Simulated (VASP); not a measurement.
# Rh (Fm-3m) in VASP: notebook

Runs on Rh. Level: r2SCAN. Tasks: single point.

Program: VASP 6.6.1. These are calculated values, not measurements. Logs are shortened: lines on timing, memory, paths and dates and some standing lists are left out, and cuts for length are marked.

**1. The cell of the first run**

Symmetry: Fm-3m, No. 225, cubic system. The conventional cell has a = 3.276 Å, b = 3.276 Å, c = 3.276 Å, α = 90.00°, β = 90.00°, γ = 90.00°. Rh (site symmetry m-3m) has 12 Rh at 2.32 Å within 3.1 Å.

**2. Single point, r2SCAN (volume scaled by 0.64)**

POSCAR

```
Rh
1.0
    0.0000000000      1.6379455038      1.6379455038
    1.6379455038      0.0000000000      1.6379455038
    1.6379455038      1.6379455038      0.0000000000
Rh
1
Direct
    0.0000000000      0.0000000000      0.0000000000
```

INCAR.step1

```
SYSTEM = Rh
ALGO     = Normal         ! electronic algorithm
EDIFF    = 1E-4           ! SCF threshold, eV
ENCUT    = 520            ! plane-wave cutoff, eV
GGA      = PE             ! functional
ISMEAR   = -1             ! smearing method
LASPH    = .True.         ! aspherical terms in the spheres
LCHARG   = .False.        ! write CHGCAR
LREAL    = .False.        ! projectors in reciprocal space
LWAVE    = .True.         ! write WAVECAR
NBANDS   = 14             ! bands
NELM     = 100            ! most SCF steps
PREC     = Accurate       ! precision mode
SIGMA    = 0.1            ! smearing width, eV
```

INCAR.step2

```
SYSTEM = Rh
ALGO     = Normal         ! electronic algorithm
EDIFF    = 1E-6           ! SCF threshold, eV
ENCUT    = 520            ! plane-wave cutoff, eV
ISIF     = 2              ! what is computed and relaxed
ISMEAR   = -1             ! smearing method
ISTART   = 1            
LASPH    = .True.         ! aspherical terms in the spheres
LCHARG   = .False.        ! write CHGCAR
LMIXTAU  = .True.       
LREAL    = .False.        ! projectors in reciprocal space
LWAVE    = .False.        ! write WAVECAR
METAGGA  = R2SCAN         ! meta-GGA
NBANDS   = 14             ! bands
NELM     = 100            ! most SCF steps
PREC     = Accurate       ! precision mode
SIGMA    = 0.1            ! smearing width, eV
```

KPOINTS

```
k-points
0
Gamma
  17 17 17
  0 0 0
```

Potentials or basis: VASP PAW PBE potentials, release 64 (Rh_pv).

Command:

```console
> cat potpaw_PBE.64/Rh_pv/POTCAR > POTCAR
> cp INCAR.step1 INCAR
> mpirun -np 1 vasp_std > vasp.out
> cp INCAR.step2 INCAR
> mpirun -np 1 vasp_std > vasp.out
```

OUTCAR:

```text
SYSTEM = Rh
   EDIFF = 1E-6
   ENCUT = 520
   ISIF = 2
   ISMEAR = -1
   ISTART = 1
   LASPH = .True.
   LREAL = .False.
   METAGGA = R2SCAN
   NELM = 100
   PREC = Accurate

 ion  position               nearest neighbor table
   1  0.000  0.000  0.000-

  LATTYP: Found a face centered cubic cell.
 ALAT       =     3.2758910076

  Lattice vectors:

 A1 = (   0.0000000000,   1.6379455038,   1.6379455038)
 A2 = (   1.6379455038,   0.0000000000,   1.6379455038)
 A3 = (   1.6379455038,   1.6379455038,   0.0000000000)

Analysis of symmetry for initial positions (statically):
=====================================================================
 Subroutine PRICEL returns:
 Original cell was already a primitive cell.

 Routine SETGRP: Setting up the symmetry group for a
 face centered cubic supercell.

 Subroutine GETGRP returns: Found 48 space group operations
 (whereof 48 operations were pure point group operations)
 out of a pool of 48 trial point group operations.

The static configuration has the point symmetry O_h .

Analysis of symmetry for dynamics (positions and initial velocities):
=====================================================================
 Subroutine PRICEL returns:
 Original cell was already a primitive cell.

 Routine SETGRP: Setting up the symmetry group for a
 face centered cubic supercell.

 Subroutine GETGRP returns: Found 48 space group operations
 (whereof 48 operations were pure point group operations)
 out of a pool of 48 trial point group operations.

The dynamic configuration has the point symmetry O_h .

 Subroutine INISYM returns: Found 48 space group operations
 (whereof 48 operations are pure point group operations),
 and found     1 'primitive' translations

----------------------------------------------------------------------------------------

                                     Primitive cell

  volume of cell :       8.7888

  direct lattice vectors                    reciprocal lattice vectors
     0.000000000  1.637945504  1.637945504    -0.305260461  0.305260461  0.305260461
     1.637945504  0.000000000  1.637945504     0.305260461 -0.305260461  0.305260461
     1.637945504  1.637945504  0.000000000     0.305260461  0.305260461 -0.305260461

  length of vectors
     2.316404746  2.316404746  2.316404746     0.528726628  0.528726628  0.528726628

  position of ions in fractional coordinates (direct lattice)
     0.000000000  0.000000000  0.000000000

  ion indices of the primitive-cell ions
   primitive index   ion index
                 1           1

[... 77 lines left out ...]
   ISIF   =      2    stress and relaxation
   ISYM   =      2    0-nonsym 1-usesym 2-fastsym
   POTIM  = 0.5000    time-step for ionic-motion
   TEBEG  =    0.0;   TEEND  =   0.0 temperature during run
   PSTRESS=    0.0 pullay stress
   NELECT =      15.0000    total number of electrons
   NUPDOWN=      -1.0000    fix difference up-down
   EMIN   =  10.00;   EMAX   =-10.00  energy-range for DOS
   EFERMI =   0.00;   METHOD = LEGACY
   ISMEAR =    -1;   SIGMA  =   0.10  broadening in eV -4-tet -1-fermi 0-gaus
   EFERMI_NEDOS =   21; number of points for ismear=-14 and -15
   IALGO  =     38    algorithm
   IMIX   =      4    mixing-type and parameters
     AMIX     =   0.40;   BMIX     =  1.00
     AMIX_MAG =   1.60;   BMIX_MAG =  1.00
  volume/ion in A,a.u.               =       8.79        59.31
  Fermi-wavevector in a.u.,A,eV,Ry     =   1.956422  3.697101 52.077467  3.827586
  Thomas-Fermi vector in A             =   2.982532
   LORBIT       =      0    0 simple, 1 ext, 2 COOP (PROOUT), +10 PAW based schemes
   METAGGA = R2SCAN    functional components
   LHFCALC =     F    Hartree Fock is set to
   AEXX    =    0.0000 exact exchange contribution
   IVDW    =     0    specifies the selected vdW correction
   LEPSILON=     F    determine dielectric tensor
   LRPA    =     F    only Hartree local field effects (RPA)
 non-spin polarized calculation
  energy-cutoff  :      520.00
  volume of cell :        8.79
 maximum number of plane-waves:       259
 NGX is ok and might be reduce to    18
   NGX =  9   NGY =  9   NGZ =  9

 number of electron      15.0000005 magnetization

 Free energy of the ion-electron system (eV)
  ---------------------------------------------------
  ext. energy  EPLUGINS =         0.00000000
  ---------------------------------------------------
  free energy    TOTEN  =       -20.27684844 eV

  energy without entropy =      -20.26065443  energy(sigma->0) =      -20.26875144

 E-fermi :  22.1082     XC(G=0): -18.7748

 val. band max:       21.9790572619   @ k =   0.2941   0.2941   0.0000
 cond. band min:      22.1112843775   @ k =   0.3529   0.0588   0.0000
 fundamental gap:      0.1322271157
 Fermi energy:        22.1081796019

 k-point     1 :       0.0000    0.0000    0.0000
  band No.  band energies     occupation
      1     -26.5376      2.00000
      2     -26.5376      2.00000
      3     -26.5376      2.00000
      4      10.5476      2.00000
      5      15.7902      2.00000
      6      15.7902      2.00000
      7      15.7902      2.00000
      8      20.0474      2.00000
      9      20.0474      2.00000
     10      37.1158      0.00000
     11      39.2560      0.00000
     12      45.8963      0.00000
     13      45.8963      0.00000
     14      45.8963      0.00000
[... 377 lines left out ...]
      1     -27.2150      2.00000
      2     -26.7072      2.00000
      3     -26.5877      2.00000
      4      11.8461      2.00000
      5      15.0759      2.00000
      6      16.3398      2.00000
      7      16.4814      2.00000
      8      19.2675      2.00000
      9      20.1520      2.00000
     10      39.2560      0.00000
     11      39.5881      0.00000
     12      42.6041      0.00000
     13      47.3667      0.00000
     14      48.9129      0.00000

 [... further k-points ...]
[... 5 lines left out ...]
  --------------------------------------------------------------------------------------
  -------------------------------------------------------------------------------------
  Total       21.0794563     21.0794563     21.0794563      0.0000000     -0.0000000      0.0000000
  in kB     3842.7457078   3842.7457078   3842.7457078      0.0000000     -0.0000000      0.0000000
  external PRESSURE =    3842.7457078 kB  Pullay stress =       0.0000000 kB

 VOLUME and BASIS-vectors are now :
 -----------------------------------------------------------------------------
  energy-cutoff  :      520.00
  volume of cell :        8.79
      direct lattice vectors                 reciprocal lattice vectors
     0.000000000  1.637945504  1.637945504    -0.305260461  0.305260461  0.305260461
     1.637945504  0.000000000  1.637945504     0.305260461 -0.305260461  0.305260461
     1.637945504  1.637945504  0.000000000     0.305260461  0.305260461 -0.305260461

 POSITION                                       TOTAL-FORCE (eV/Angst)
 -----------------------------------------------------------------------------------
      0.00000      0.00000      0.00000        -0.000000     -0.000000     -0.000000
 -----------------------------------------------------------------------------------
    total drift:                                0.000000     -0.000000      0.000000

  FREE ENERGIE OF THE ION-ELECTRON SYSTEM (eV)
  ---------------------------------------------------
  free  energy   TOTEN  =       -20.2768484449 eV

  energy  without entropy=      -20.2606544342  energy(sigma->0) =      -20.26875144
```

It took 48 s on 1 thread of AMD EPYC 9R45 (Zen 5), shared host; peak memory 0.1 GiB.

What came out:

| Property | Result |
| --- | --- |
| Free energy | -20.2768 eV |
| Pressure | 384.3 GPa |

Levels at points of the mesh, in eV from the Fermi level:
| k point | band 3 | band 4 | band 5 | band 6 | band 7 | band 8 | band 9 | band 10 | band 11 | band 12 |
| --- | --- | --- | --- | --- | --- | --- | --- | --- | --- | --- |
| (0.00, 0.00, 0.00) | -48.65 | -11.56 | -6.32 | -6.32 | -6.32 | -2.06 | -2.06 | 15.01 | 17.15 | 23.79 |

Caveat: the PAW data sets were made with another functional, which shifts forces and pressure a little.

(Part 1 of 2 ends here.)
